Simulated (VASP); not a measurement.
# AlNi (P4/mmm) in VASP: a series of runs

Runs on AlNi. Level: PBEsol. Tasks: single point, relaxation of shape and atoms at fixed volume.

All numbers are computed with VASP 6.6.1; they aren't measurements. Logs are shortened: lines on timing, memory, paths and dates and some standing lists are left out, and cuts for length are marked.

## Step 1: The cell of the first run

The typed cell holds 2 atoms: a = 2.843 Å, b = 2.843 Å, c = 2.846 Å, α = 90.00°, β = 90.00°, γ = 90.00°.

## Step 2: Single point, PBEsol (11.50 Å³/atom)

Input file INCAR:

```
  PREC = Accurate
  ENCUT = 520
  EDIFF = 1E-6
  ISMEAR = -1
  SIGMA = 0.15
  LREAL = F
  LASPH = T
  NELM = 60
  ALGO = Fast
  ISIF = 2
  LWAVE = F
  LCHARG = F
  GGA = PS
  NBANDS = 14
```

Input file KPOINTS:

```
Automatic mesh
0
Gamma
  16 16 14
```

Input file POSCAR:

```
AlNi
1.0
    2.0104991275     -2.0104991275      0.0000000000
    2.0104991275      2.0104991275      0.0000000000
    0.0000000000      0.0000000000      2.8455233752
Al Ni
1 1
Direct
    0.0000000000      0.0000000000      0.0000000000
    0.5000000000      0.5000000000      0.5000000000
```

Potentials or basis: VASP PAW PBE potentials, release 64 (Al, Ni).

Started as:

```sh
$ cat potpaw_PBE.64/Al/POTCAR potpaw_PBE.64/Ni/POTCAR > POTCAR
$ mpirun -np 1 vasp_std > vasp.out
```

OUTCAR:

```text
PREC = Accurate
   ENCUT = 520
   EDIFF = 1E-6
   ISMEAR = -1
   LREAL = F
   LASPH = T
   NELM = 60
   ISIF = 2
   GGA = PS

 ion  position               nearest neighbor table
   1  0.000  0.000  0.000-   2 2.46   2 2.46   2 2.46   2 2.46   2 2.46   2 2.46   2 2.46   2 2.46

   2  0.500  0.500  0.500-   1 2.46   1 2.46   1 2.46   1 2.46   1 2.46   1 2.46   1 2.46   1 2.46

  LATTYP: Found a simple tetragonal cell.
 ALAT       =     2.8432751332
 C/A-ratio  =     1.0007907226

  Lattice vectors:

 A1 = (   2.0104991275,  -2.0104991275,   0.0000000000)
 A2 = (   2.0104991275,   2.0104991275,   0.0000000000)
 A3 = (   0.0000000000,   0.0000000000,   2.8455233752)

Analysis of symmetry for initial positions (statically):
=====================================================================
 Subroutine PRICEL returns:
 Original cell was already a primitive cell.

 Routine SETGRP: Setting up the symmetry group for a
 simple tetragonal supercell.

 Subroutine GETGRP returns: Found 16 space group operations
 (whereof 16 operations were pure point group operations)
 out of a pool of 16 trial point group operations.

The static configuration has the point symmetry D_4h.

Analysis of symmetry for dynamics (positions and initial velocities):
=====================================================================
 Subroutine PRICEL returns:
 Original cell was already a primitive cell.

 Routine SETGRP: Setting up the symmetry group for a
 simple tetragonal supercell.

 Subroutine GETGRP returns: Found 16 space group operations
 (whereof 16 operations were pure point group operations)
 out of a pool of 16 trial point group operations.

The dynamic configuration has the point symmetry D_4h.

 Subroutine INISYM returns: Found 16 space group operations
 (whereof 16 operations are pure point group operations),
 and found     1 'primitive' translations

----------------------------------------------------------------------------------------

                                     Primitive cell

  volume of cell :      23.0038

  direct lattice vectors                    reciprocal lattice vectors
     2.010499128 -2.010499128  0.000000000     0.248694463 -0.248694463  0.000000000
     2.010499128  2.010499128  0.000000000     0.248694463  0.248694463  0.000000000
     0.000000000  0.000000000  2.845523375     0.000000000  0.000000000  0.351429199

  length of vectors
     2.843275133  2.843275133  2.845523375     0.351707082  0.351707082  0.351429199

  position of ions in fractional coordinates (direct lattice)
     0.000000000  0.000000000  0.000000000
     0.500000000  0.500000000  0.500000000

  ion indices of the primitive-cell ions
   primitive index   ion index
                 1           1
                 2           2

----------------------------------------------------------------------------------------

 KPOINTS: Automatic mesh

Automatic generation of k-mesh.
 Grid dimensions read from file:
 generate k-points for:   16   16   14

 Generating k-lattice:

  Cartesian coordinates                     Fractional coordinates (reciprocal lattice)
     0.015543404 -0.015543404  0.000000000     0.062500000  0.000000000  0.000000000
     0.015543404  0.015543404  0.000000000     0.000000000  0.062500000  0.000000000
     0.000000000  0.000000000  0.025102086     0.000000000  0.000000000  0.071428571

  Length of vectors
     0.021981693  0.021981693  0.025102086

  Shift w.r.t. Gamma in fractional coordinates (k-lattice)
     0.000000000  0.000000000  0.000000000

 Subroutine IBZKPT returns following result:
 ===========================================

 Found    360 irreducible k-points:

 Following reciprocal coordinates:
            Coordinates               Weight
  0.000000  0.000000  0.000000      1.000000
  0.062500  0.000000  0.000000      4.000000
  0.125000  0.000000  0.000000      4.000000
  0.187500  0.000000  0.000000      4.000000
  0.250000  0.000000  0.000000      4.000000
  0.312500  0.000000  0.000000      4.000000
[... 16 lines left out ...]
  0.437500  0.125000  0.000000      8.000000
  0.500000  0.125000  0.000000      4.000000
 [... further k-points ...]
   k-points           NKPTS =    360   k-points in BZ     NKDIM =    360   number of bands    NBANDS=     14
   number of dos      NEDOS =    301   number of ions     NIONS =      2
   total plane-waves  NPLWV =  13824
   dimension x,y,z NGX =    24 NGY =   24 NGZ =   24
   dimension x,y,z NGXF=    48 NGYF=   48 NGZF=   48
   ions per type =               1   1
   NGX,Y,Z   is equivalent  to a cutoff of  14.03, 14.03, 14.02 a.u.
   NGXF,Y,Z  is equivalent  to a cutoff of  28.07, 28.07, 28.04 a.u.
 SYSTEM =  unknown system
   PREC   = accura    normal or accurate (medium, high low for compatibility)
   ISTART =      0    job   : 0-new  1-cont  2-samecut
   ICHARG =      2    charge: 1-file 2-atom 10-const
   ISPIN  =      1    spin polarized calculation?
   LNONCOLLINEAR =      F non collinear calculations
   LSORBIT =      F    spin-orbit coupling
   LASPH  =      T    aspherical Exc in radial PAW
   ENCUT  =  520.0 eV  38.22 Ry    6.18 a.u.   5.29  5.29  5.29*2*pi/ulx,y,z
   NELM   =     60;   NELMIN=  2; NELMDL= -5     # of ELM steps
   EDIFF  = 0.1E-05   stopping-criterion for ELM
   LREAL  =      F    real-space projection
   EDIFFG = 0.1E-04   stopping-criterion for IOM
   NSW    =      0    number of steps for IOM
   IBRION =     -1    ionic relax: 0-MD 1-quasi-New 2-CG
   NFREE  =      0    steps in history (QN), initial steepest desc. (CG)
   ISIF   =      2    stress and relaxation
   ISYM   =      2    0-nonsym 1-usesym 2-fastsym
   POTIM  = 0.5000    time-step for ionic-motion
   TEBEG  =    0.0;   TEEND  =   0.0 temperature during run
   PSTRESS=    0.0 pullay stress
   NELECT =      13.0000    total number of electrons
   NUPDOWN=      -1.0000    fix difference up-down
   EMIN   =  10.00;   EMAX   =-10.00  energy-range for DOS
   EFERMI =   0.00;   METHOD = LEGACY
   ISMEAR =    -1;   SIGMA  =   0.15  broadening in eV -4-tet -1-fermi 0-gaus
   EFERMI_NEDOS =   21; number of points for ismear=-14 and -15
   IALGO  =     68    algorithm
   IMIX   =      4    mixing-type and parameters
     AMIX     =   0.40;   BMIX     =  1.00
     AMIX_MAG =   1.60;   BMIX_MAG =  1.00
  volume/ion in A,a.u.               =      11.50        77.62
  Fermi-wavevector in a.u.,A,eV,Ry     =   1.353493  2.557731 24.925097  1.831943
  Thomas-Fermi vector in A             =   2.480744
   LORBIT       =      0    0 simple, 1 ext, 2 COOP (PROOUT), +10 PAW based schemes
   GGA     = PS    functional components
   LHFCALC =     F    Hartree Fock is set to
   AEXX    =    0.0000 exact exchange contribution
   IVDW    =     0    specifies the selected vdW correction
   LEPSILON=     F    determine dielectric tensor
   LRPA    =     F    only Hartree local field effects (RPA)
 non-spin polarized calculation
 RMM-DIIS sequential band-by-band and
  energy-cutoff  :      520.00
  volume of cell :       23.00
 maximum number of plane-waves:       639
 NGX is ok and might be reduce to    24
   NGX = 11   NGY = 11   NGZ = 11

 number of electron      13.0000001 magnetization

 Free energy of the ion-electron system (eV)
  ---------------------------------------------------
  ext. energy  EPLUGINS =         0.00000000
  ---------------------------------------------------
  free energy    TOTEN  =       -11.61133910 eV

  energy without entropy =      -11.55053523  energy(sigma->0) =      -11.58093717

 E-fermi :  10.4364     XC(G=0): -12.3560

 val. band max:       10.4251116507   @ k =   0.3750   0.3750   0.5000
 cond. band min:      10.4393648443   @ k =   0.4375   0.2500   0.4286
 fundamental gap:      0.0142531936
 Fermi energy:        10.4364404989

 k-point     1 :       0.0000    0.0000    0.0000
  band No.  band energies     occupation
      1      -1.0007      2.00000
      2       6.9788      2.00000
      3       6.9788      2.00000
      4       8.7809      1.99997
      5       8.7809      1.99997
      6       8.7827      1.99997
      7      16.0608      0.00000
      8      16.0899      0.00000
      9      16.0899      0.00000
     10      18.6838      0.00000
     11      18.6901      0.00000
     12      24.8509      0.00000
     13      31.7656      0.00000
     14      31.7770      0.00000

 k-point     2 :       0.0625    0.0000    0.0000
  band No.  band energies     occupation
      1      -0.9267      2.00000
      2       6.9747      2.00000
      3       6.9968      2.00000
      4       8.7476      1.99997
      5       8.7496      1.99997
      6       8.7844      1.99997
      7      15.2735      0.00000
      8      16.1588      0.00000
      9      16.1877      0.00000
     10      18.6876      0.00000
     11      19.4371      0.00000
     12      25.1012      0.00000
     13      30.8895      0.00000
     14      30.9104      0.00000

 k-point     3 :       0.1250    0.0000    0.0000
  band No.  band energies     occupation
      1      -0.7054      2.00000
      2       6.9486      2.00000
      3       7.0485      2.00000
      4       8.6556      1.99999
      5       8.6580      1.99999
      6       8.7946      1.99996
      7      13.8596      0.00000
      8      16.4453      0.00000
      9      16.4738      0.00000
     10      18.6941      0.00000
     11      20.6178      0.00000
     12      25.8897      0.00000
     13      29.3746      0.00000
     14      29.3972      0.00000
[... 324 lines left out ...]
 k-point    23 :       0.4375    0.1250    0.0000
  band No.  band energies     occupation
      1       2.6849      2.00000
      2       4.5840      2.00000
      3       7.5149      2.00000
      4       7.9957      2.00000
      5       8.0870      2.00000
      6       8.7644      1.99997
      7       9.8049      1.97075
      8      17.0634      0.00000
      9      18.9266      0.00000
     10      20.3212      0.00000
     11      22.0315      0.00000
     12      22.6230      0.00000
     13      26.0203      0.00000
     14      26.9517      0.00000

 k-point    24 :       0.5000    0.1250    0.0000
  band No.  band energies     occupation
      1       3.5372      2.00000
      2       3.7016      2.00000
      3       7.5458      2.00000
      4       7.9723      2.00000
      5       8.0630      2.00000
      6       8.7685      1.99997
      7       9.7305      1.98209
      8      17.5148      0.00000
      9      18.4887      0.00000
     10      21.0367      0.00000
     11      21.8137      0.00000
     12      21.9653      0.00000
     13      26.1852      0.00000
     14      26.8899      0.00000

 [... further k-points ...]

------------------------ aborting loop because EDIFF is reached ----------------------------------------

  FORCE on cell =-STRESS in cart. coord.  units (eV):
  Direction    XX          YY          ZZ          XY          YZ          ZX
  --------------------------------------------------------------------------------------
  -------------------------------------------------------------------------------------
  Total        0.5140972      0.5140972      0.5145850      0.0000000     -0.0000000     -0.0000000
  in kB       35.8060041     35.8060041     35.8399839      0.0000000     -0.0000000     -0.0000000
  external PRESSURE =      35.8173307 kB  Pullay stress =       0.0000000 kB

 VOLUME and BASIS-vectors are now :
 -----------------------------------------------------------------------------
  energy-cutoff  :      520.00
  volume of cell :       23.00
      direct lattice vectors                 reciprocal lattice vectors
     2.010499128 -2.010499128  0.000000000     0.248694463 -0.248694463  0.000000000
     2.010499128  2.010499128  0.000000000     0.248694463  0.248694463  0.000000000
     0.000000000  0.000000000  2.845523375     0.000000000  0.000000000  0.351429199

 POSITION                                       TOTAL-FORCE (eV/Angst)
 -----------------------------------------------------------------------------------
      0.00000      0.00000      0.00000         0.000000      0.000000      0.000000
      2.01050      0.00000      1.42276        -0.000000     -0.000000      0.000000
 -----------------------------------------------------------------------------------
    total drift:                                0.000000     -0.000000     -0.000000

  FREE ENERGIE OF THE ION-ELECTRON SYSTEM (eV)
  ---------------------------------------------------
  free  energy   TOTEN  =       -11.6113391048 eV

  energy  without entropy=      -11.5505352318  energy(sigma->0) =      -11.58093717
```

It took 70 s on 1 thread of Intel Xeon Platinum 8259CL at 2.50GHz (Skylake/Cascade Lake), shared host; peak memory 0.23 GiB.

What came out:

* Free energy: -11.6113 eV
* Pressure: 3.6 GPa
* Band gap on the k mesh: zero (an odd number of electrons rules out a gap without spin polarisation)

Levels at points of the mesh, in eV from the Fermi level:
| k point | band 4 | band 5 | band 6 | band 7 | band 8 | band 9 | band 10 | band 11 |
| --- | --- | --- | --- | --- | --- | --- | --- | --- |
| (0.00, 0.00, 0.00) | -1.66 | -1.66 | -1.65 | 5.62 | 5.65 | 5.65 | 8.25 | 8.25 |
| (0.50, 0.00, 0.00) | -2.40 | -2.39 | -1.56 | -0.70 | 8.33 | 10.14 | 10.17 | 11.26 |
| (0.50, 0.50, 0.00) | -3.00 | -2.22 | -2.22 | -1.10 | 1.51 | 2.67 | 12.69 | 15.41 |
| (0.00, 0.00, 0.50) | -2.39 | -2.39 | -1.56 | -0.70 | 8.33 | 10.17 | 10.17 | 11.27 |
| (0.50, 0.00, 0.50) | -3.01 | -2.22 | -2.22 | -1.10 | 1.50 | 2.66 | 12.71 | 15.42 |
| (0.50, 0.50, 0.50) | -1.07 | -1.07 | 1.93 | 1.93 | 1.93 | 4.06 | 4.62 | 4.62 |

Caveat: the cell stands under pressure; the PAW data sets were made with another functional, which shifts forces and pressure a little. Spin polarisation is off, so any magnetic state and its effect on volume and gap are missing.

## Step 3: Single point, PBEsol

This run uses another cell than the first one, of 11.54 Å³/atom.

Input file INCAR:

```
SYSTEM = AlNi
PREC = Accurate ; ENCUT = 520
EDIFF = 1E-7 ; ISMEAR = -1
SIGMA = 0.15 ; LREAL = .FALSE.
LASPH = .TRUE. ; NELM = 80
ALGO = Fast ; ISIF = 2
LWAVE = .FALSE. ; LCHARG = .FALSE.
GGA = PS ; NBANDS = 14
```

Input file KPOINTS:

```
Automatic mesh
0
G
  16 16 14
  0 0 0
```

Input file POSCAR:

```
AlNi
1.0
    2.0128092461     -2.0128092461      0.0000000000
    2.0128092461      2.0128092461      0.0000000000
    0.0000000000      0.0000000000      2.8487781784
Al Ni
1 1
Direct
    0.0000000000      0.0000000000      0.0000000000
    0.5000000000      0.5000000000      0.5000000000
```

Potentials or basis: VASP PAW PBE potentials, release 64 (Al, Ni).

Started as:

```sh
$ cat potpaw_PBE.64/Al/POTCAR potpaw_PBE.64/Ni/POTCAR > POTCAR
$ mpirun -np 1 vasp_std > vasp.out
```

It took 82 s on 1 thread of Intel Xeon Platinum 8259CL at 2.50GHz (Skylake/Cascade Lake), shared host; peak memory 0.23 GiB.

It converged, with:

| Quantity | Value |
| --- | --- |
| Free energy | -11.6131 eV |
| Pressure | 3.1 GPa |
| Band gap on the k mesh | zero (an odd number of electrons rules out a gap without spin polarisation) |

Levels at points of the mesh, in eV from the Fermi level:
| k point | band 4 | band 5 | band 6 | band 7 | band 8 | band 9 | band 10 | band 11 |
| --- | --- | --- | --- | --- | --- | --- | --- | --- |
| (0.00, 0.00, 0.00) | -1.65 | -1.65 | -1.65 | 5.61 | 5.64 | 5.64 | 8.24 | 8.24 |
| (0.50, 0.00, 0.00) | -2.39 | -2.38 | -1.55 | -0.70 | 8.32 | 10.13 | 10.15 | 11.22 |
| (0.50, 0.50, 0.00) | -2.99 | -2.21 | -2.21 | -1.09 | 1.50 | 2.65 | 12.65 | 15.38 |
| (0.00, 0.00, 0.50) | -2.38 | -2.38 | -1.55 | -0.70 | 8.32 | 10.15 | 10.15 | 11.24 |
| (0.50, 0.00, 0.50) | -3.00 | -2.21 | -2.21 | -1.09 | 1.50 | 2.64 | 12.67 | 15.39 |
| (0.50, 0.50, 0.50) | -1.06 | -1.06 | 1.93 | 1.93 | 1.93 | 4.03 | 4.60 | 4.60 |

Caveat: the cell stands under pressure; the PAW data sets were made with another functional, which shifts forces and pressure a little.

## Step 4: Single point, PBEsol (11.97 Å³/atom)

This run uses another cell than the first one, of 11.97 Å³/atom.

Input file INCAR:

```
  ALGO = Normal
  EDIFF = 1E-7
  ENCUT = 520
  GGA = PS
  ISIF = 2
  ISMEAR = -1
  LASPH = True
  LCHARG = False
  LREAL = False
  LWAVE = False
  NBANDS = 14
  NELM = 80
  PREC = Accurate
  SIGMA = 0.15
```

Input file KPOINTS:

```
k-points
0
Gamma
  16 16 14
```

Input file POSCAR:

```
AlNi
1.0
    2.0374889135     -2.0374889135      0.0000000000
    2.0374889135      2.0374889135      0.0000000000
    0.0000000000      0.0000000000      2.8837228780
Al Ni
1 1
Direct
    0.0000000000      0.0000000000      0.0000000000
    0.5000000000      0.5000000000      0.5000000000
```

Started as:

```sh
$ cat potpaw_PBE.64/Al/POTCAR potpaw_PBE.64/Ni/POTCAR > POTCAR
$ mpirun -np 1 vasp_std > vasp.out
```

Wall time 58 s (1 thread of Intel Xeon Platinum 8259CL at 2.50GHz (Skylake/Cascade Lake), shared host); peak memory 0.24 GiB.

Results (log left out):

- Free energy: -11.6126 eV
- Pressure: -3.1 GPa
- Band gap on the k mesh: zero (an odd number of electrons rules out a gap without spin polarisation)

Levels at points of the mesh, in eV from the Fermi level:
| k point | band 4 | band 5 | band 6 | band 7 | band 8 | band 9 | band 10 | band 11 |
| --- | --- | --- | --- | --- | --- | --- | --- | --- |
| (0.00, 0.00, 0.00) | -1.57 | -1.57 | -1.57 | 5.45 | 5.48 | 5.48 | 8.12 | 8.12 |
| (0.50, 0.00, 0.00) | -2.28 | -2.27 | -1.48 | -0.68 | 8.28 | 9.95 | 9.97 | 10.86 |
| (0.50, 0.50, 0.00) | -2.89 | -2.11 | -2.11 | -1.05 | 1.44 | 2.47 | 12.24 | 15.09 |
| (0.00, 0.00, 0.50) | -2.27 | -2.27 | -1.48 | -0.68 | 8.28 | 9.97 | 9.97 | 10.87 |
| (0.50, 0.00, 0.50) | -2.89 | -2.10 | -2.10 | -1.05 | 1.43 | 2.46 | 12.26 | 15.10 |
| (0.50, 0.50, 0.50) | -1.02 | -1.02 | 1.96 | 1.96 | 1.96 | 3.70 | 4.44 | 4.44 |

Caveat: the cell stands under tension; the PAW data sets were made with another functional, which shifts forces and pressure a little.

(Continued in part 2 of 2.)
